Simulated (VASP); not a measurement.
# Mg9O8 (a cell with a defect) in VASP: single point with PBEsol

Aim: the single point of Mg9O8 (a cell with a defect) with PBEsol.

Program: VASP 6.6.1. These are calculated values, not measurements. Logs are shortened: lines on timing, memory, paths and dates and some standing lists are left out, and cuts for length are marked.

### 1 The cell of the first run

The cell holds a defect, 17 atoms: a = 6.034 Å, b = 6.034 Å, c = 6.034 Å, α = 60.00°, β = 60.00°, γ = 60.00°.

### 2 Single point, PBEsol

Contents of INCAR:

```
SYSTEM = Mg9O8
ALGO = Normal
EDIFF = 1E-6
ENCUT = 520
GGA = PS
ISIF = 2
ISMEAR = 0
LASPH = .True.
LCHARG = .False.
LREAL = Auto
LWAVE = .False.
NBANDS = 47
NELM = 60
PREC = Accurate
SIGMA = 0.05
```

Contents of KPOINTS:

```
k-points
0
Gamma
  2 2 2
  0 0 0
```

Contents of POSCAR:

```
Mg9O8
1.0
    0.0000000000      4.2665000000      4.2665000000
    4.2665000000      0.0000000000      4.2665000000
    4.2665000000      4.2665000000      0.0000000000
Mg O
9 8
Direct
   -0.0225818869     -0.0247916820     -0.0242966349
   -0.0196035962     -0.0196700223      0.5589521502
   -0.0226014783      0.5717820698     -0.0243369785
   -0.0000341025      0.4989751505      0.5020852082
    0.5540446577     -0.0179926795     -0.0180724695
    0.5020512107     -0.0039213534      0.5016362561
    0.5027728911      0.4983849671      0.0004528949
    0.5020485510      0.5002139744      0.5016252082
    0.1104122082      1.1354255041      1.1188624613
    0.2547036928      0.2430789476      0.2514798820
    0.2657905240      0.2476906025      0.7387550922
    0.2546431397      0.7508240027      0.2514302829
    0.2709045108      0.7431907602      0.7427205745
    0.7308125814      0.2514676763      0.2661634805
    0.7437955544      0.2654814060      0.7449262972
    0.7428609312      0.7445713980      0.2680007941
    0.7437959810      0.7457987080      0.7449204306
```

Potentials or basis: VASP PAW PBE potentials, release 64 (Mg, O).

Launch:

```bash
$ cat potpaw_PBE.64/Mg/POTCAR potpaw_PBE.64/O/POTCAR > POTCAR
$ mpirun -np 1 vasp_std > vasp.out
```

OUTCAR:

```text
SYSTEM = Mg9O8
   EDIFF = 1E-6
   ENCUT = 520
   GGA = PS
   ISIF = 2
   ISMEAR = 0
   LASPH = .True.
   LREAL = Auto
   NELM = 60
   PREC = Accurate

 ion  position               nearest neighbor table
   1  0.977  0.975  0.976-  15 2.01  16 2.02  13 2.02   9 2.15  12 2.38  11 2.41  14 2.43   3 2.43
                             2 2.49   5 2.52   4 3.03   7 3.03   6 3.03   6 3.04   7 3.04   4 3.05
   2  0.980  0.980  0.559-  15 2.03  17 2.03  13 2.05   9 2.17  12 2.30  10 2.30  14 2.32   3 2.49
                             1 2.49   5 2.56   8 3.02   6 3.02   4 3.03   4 3.03   6 3.04   8 3.04
   3  0.977  0.572  0.976-  17 2.01  16 2.02  13 2.02   9 2.15  10 2.38  11 2.41  14 2.43   1 2.43
                             2 2.49   5 2.52   4 3.03   7 3.03   8 3.03   8 3.04   7 3.04   4 3.05
   4  1.000  0.499  0.502-  17 2.09  15 2.09  16 2.10  11 2.15  10 2.16  12 2.16   6 3.00   8 3.00
                             7 3.00   2 3.03   2 3.03   1 3.03   7 3.03   3 3.03   8 3.03   6 3.03
   5  0.554  0.982  0.982-  17 2.04  15 2.04  16 2.05   9 2.19  11 2.27  12 2.27  10 2.27   3 2.52
                             1 2.52   2 2.56   6 3.02   8 3.02   7 3.03   7 3.03   8 3.03   6 3.03
   6  0.502  0.996  0.502-  13 2.07  14 2.07  17 2.07  16 2.07  11 2.09  10 2.12   8 2.99   4 3.00
                             7 3.01   5 3.02   2 3.02   7 3.03   4 3.03   5 3.03   1 3.03   2 3.04
   7  0.503  0.498  0.000-  15 2.09  17 2.09  13 2.09  14 2.11  10 2.15  12 2.15   4 3.00   6 3.01
                             8 3.01   8 3.03   5 3.03   6 3.03   5 3.03   4 3.03   1 3.03   3 3.03
   8  0.502  0.500  0.502-  13 2.07  14 2.07  15 2.07  16 2.07  11 2.09  12 2.12   6 2.99   4 3.00
                             7 3.01   5 3.02   2 3.02   7 3.03   4 3.03   5 3.03   3 3.03   2 3.04
   9  0.110  0.135  0.119-  14 1.87  11 1.88  10 1.90  12 1.90   3 2.15   1 2.15   2 2.17   5 2.19
                             7 3.43   4 3.46   8 3.49   6 3.49   8 3.54   6 3.54   4 3.56   4 3.56
  10  0.255  0.243  0.251-   9 1.90   6 2.12   7 2.15   4 2.16   5 2.27   2 2.30   3 2.38
  11  0.266  0.248  0.739-   9 1.88   6 2.09   8 2.09   4 2.15   5 2.27   1 2.41   3 2.41
  12  0.255  0.751  0.251-   9 1.90   8 2.12   7 2.15   4 2.16   5 2.27   2 2.30   1 2.38
  13  0.271  0.743  0.743-   3 2.02   1 2.02   2 2.05   6 2.07   8 2.07   7 2.09
  14  0.731  0.251  0.266-   9 1.87   6 2.07   8 2.07   7 2.11   2 2.32   1 2.43   3 2.43
  15  0.744  0.265  0.745-   1 2.01   2 2.03   5 2.04   8 2.07   7 2.09   4 2.09
  16  0.743  0.745  0.268-   3 2.02   1 2.02   5 2.05   6 2.07   8 2.07   4 2.10
  17  0.744  0.746  0.745-   3 2.01   2 2.03   5 2.04   6 2.07   7 2.09   4 2.09

  LATTYP: Found a face centered cubic cell.
 ALAT       =     8.5330000000

  Lattice vectors:

 A1 = (   0.0000000000,   4.2665000000,   4.2665000000)
 A2 = (   4.2665000000,   0.0000000000,   4.2665000000)
 A3 = (   4.2665000000,   4.2665000000,   0.0000000000)

Analysis of symmetry for initial positions (statically):
=====================================================================
 Subroutine PRICEL returns:
 Original cell was already a primitive cell.

 Routine SETGRP: Setting up the symmetry group for a
 face centered cubic supercell.

[... 150 lines left out ...]
     AMIX     =   0.40;   BMIX     =  1.00
     AMIX_MAG =   1.60;   BMIX_MAG =  1.00
  volume/ion in A,a.u.               =       9.14        61.66
  Fermi-wavevector in a.u.,A,eV,Ry     =   1.230763  2.325805 20.609796  1.514777
  Thomas-Fermi vector in A             =   2.365599
   LORBIT       =      0    0 simple, 1 ext, 2 COOP (PROOUT), +10 PAW based schemes
   GGA     = PS    functional components
   LHFCALC =     F    Hartree Fock is set to
   AEXX    =    0.0000 exact exchange contribution
   IVDW    =     0    specifies the selected vdW correction
   LEPSILON=     F    determine dielectric tensor
   LRPA    =     F    only Hartree local field effects (RPA)
 non-spin polarized calculation
 Gauss-broadening in eV      SIGMA  =   0.05
  energy-cutoff  :      520.00
  volume of cell :      155.33
 maximum number of plane-waves:      4279
 NGX is ok and might be reduce to    48
   NGX = 23   NGY = 23   NGZ = 23

 number of electron      65.9999997 magnetization

 Free energy of the ion-electron system (eV)
  ---------------------------------------------------
  ext. energy  EPLUGINS =         0.00000000
  ---------------------------------------------------
  free energy    TOTEN  =       -88.67616295 eV

  energy without entropy =      -88.66813572  energy(sigma->0) =      -88.67214933

 E-fermi :   9.5617     XC(G=0): -11.4716

 val. band max:        9.5558979114   @ k =   0.0000   0.0000   0.5000
 cond. band min:       9.5741388136   @ k =   0.0000   0.0000   0.0000
 fundamental gap:      0.0182409022
 Fermi energy:         9.5616606473

 k-point     1 :       0.0000    0.0000    0.0000
  band No.  band energies     occupation
      1     -13.8827      2.00000
      2     -12.6844      2.00000
      3     -12.6606      2.00000
      4     -12.6391      2.00000
      5     -12.6182      2.00000
      6     -12.4066      2.00000
[... 373 lines left out ...]
     44      13.9377      0.00000
     45      14.3911      0.00000
 [bands above 45 left out]

------------------------ aborting loop because EDIFF is reached ----------------------------------------

  FORCE on cell =-STRESS in cart. coord.  units (eV):
  Direction    XX          YY          ZZ          XY          YZ          ZX
  --------------------------------------------------------------------------------------
  -------------------------------------------------------------------------------------
  Total       28.7265780     27.6147986     28.7293151      0.0673826     -0.0743181      0.6167243
  in kB      296.3119938    284.8440926    296.3402270      0.6950457     -0.7665839      6.3614538
  external PRESSURE =     292.4987711 kB  Pullay stress =       0.0000000 kB

 VOLUME and BASIS-vectors are now :
 -----------------------------------------------------------------------------
  energy-cutoff  :      520.00
  volume of cell :      155.33
      direct lattice vectors                 reciprocal lattice vectors
     0.000000000  4.266500000  4.266500000    -0.117192078  0.117192078  0.117192078
     4.266500000  0.000000000  4.266500000     0.117192078 -0.117192078  0.117192078
     4.266500000  4.266500000  0.000000000     0.117192078  0.117192078 -0.117192078

 POSITION                                       TOTAL-FORCE (eV/Angst)
 -----------------------------------------------------------------------------------
      8.32356      8.33299      8.33088         0.011509     -0.000443     -0.007530
      6.56735      6.56763      8.36544         0.016842     -0.011514     -0.016522
      6.60217      8.33274      6.60958         0.007438      0.000112     -0.012176
      4.27102      6.40850      6.39523         0.000405      0.008407     -0.000939
      8.37913      6.55323      6.55357        -0.010174     -0.002805      0.010702
      6.39000      4.28223      6.39177        -0.012675      0.004723     -0.002759
[... 9 lines left out ...]
      4.32014      4.31284      6.34613        -0.002717     -0.013780      0.002731
      6.36015      6.35161      6.35536         0.007292      0.003717     -0.001071
 -----------------------------------------------------------------------------------
    total drift:                                0.003342     -0.006142     -0.002571

  FREE ENERGIE OF THE ION-ELECTRON SYSTEM (eV)
  ---------------------------------------------------
  free  energy   TOTEN  =       -88.6761629478 eV

  energy  without entropy=      -88.6681357151  energy(sigma->0) =      -88.67214933
```

OSZICAR:

```text
N       E                     dE             d eps       ncg     rms          rms(c)
DAV:   1     0.350173647296E+03    0.35017E+03   -0.32531E+04   752   0.128E+03
DAV:   2    -0.746755957992E+02   -0.42485E+03   -0.41298E+03   965   0.277E+02
DAV:   3    -0.100480020968E+03   -0.25804E+02   -0.25596E+02   897   0.697E+01
DAV:   4    -0.100731103772E+03   -0.25108E+00   -0.24963E+00   936   0.714E+00
DAV:   5    -0.100732701925E+03   -0.15982E-02   -0.15978E-02   908   0.586E-01    0.195E+01
DAV:   6    -0.890917087329E+02    0.11641E+02   -0.46100E+01   914   0.304E+01    0.614E+00
DAV:   7    -0.888591901516E+02    0.23252E+00   -0.11346E+00   872   0.513E+00    0.367E+00
DAV:   8    -0.886881796736E+02    0.17101E+00   -0.24903E-01   920   0.330E+00    0.663E-01
DAV:   9    -0.886766806111E+02    0.11499E-01   -0.34061E-02   960   0.101E+00    0.336E-01
DAV:  10    -0.886762832375E+02    0.39737E-03   -0.18769E-02   890   0.674E-01    0.159E-01
DAV:  11    -0.886761252843E+02    0.15795E-03   -0.10920E-03   898   0.209E-01    0.901E-02
DAV:  12    -0.886761777699E+02   -0.52486E-04   -0.60465E-04   938   0.151E-01    0.348E-02
DAV:  13    -0.886761633484E+02    0.14421E-04   -0.10771E-04   944   0.746E-02    0.135E-02
DAV:  14    -0.886761629413E+02    0.40708E-06   -0.30482E-05   881   0.254E-02    0.386E-03
DAV:  15    -0.886761629478E+02   -0.64229E-08   -0.13059E-06   570   0.614E-03
   1 F= -.88676163E+02 E0= -.88672149E+02  d E =-.802723E-02
```

stdout:

```text
POSCAR found type information on POSCAR MgO
 POSCAR found :  2 types and      17 ions
 scaLAPACK will be used
 -----------------------------------------------------------------------------
|                                                                             |
|                                                                             |
|     You enforced a specific xc type in the INCAR file but a different       |
|     I HOPE YOU KNOW WHAT YOU ARE DOING!                                     |
|                                                                             |
 -----------------------------------------------------------------------------

 LDA part: xc-table for (Slater+PW92), standard interpolation
 POSCAR, INCAR and KPOINTS ok, starting setup
 FFT: planning ... GRIDC
 FFT: planning ... GRID_SOFT
 FFT: planning ... GRID
 WAVECAR not read
 entering main loop
```

Run time: 86 s. Hardware: 1 thread of Intel Xeon 6975P-C (Granite Rapids), shared host; peak memory 0.33 GiB.

Results:

- Free energy: -88.6762 eV
- Pressure: 29.2 GPa
- Largest force: 0.056 eV/Å
- Band gap on the k mesh: zero (band 33 reaches 9.93 eV, above the bottom of band 34 at 9.43 eV)

Forces on the atoms (eV/Å):
```
Mg   0.012  0.000 -0.008
Mg   0.017 -0.012 -0.017
Mg   0.007  0.000 -0.012
Mg   0.000  0.008 -0.001
Mg  -0.010 -0.003  0.011
Mg  -0.013  0.005 -0.003
Mg  -0.011  0.000  0.010
Mg   0.003  0.005  0.013
Mg  -0.004  0.002  0.006
O    0.028  0.026  0.028
O   -0.034 -0.030  0.034
O   -0.029  0.026 -0.028
O    0.008 -0.010 -0.008
O    0.021 -0.011 -0.021
O    0.001  0.004 -0.007
O   -0.003 -0.014  0.003
O    0.007  0.004 -0.001
```

Caveat: the k points lie up to 0.64 Å⁻¹ apart; the PAW data sets were made with another functional, which shifts forces and pressure a little.
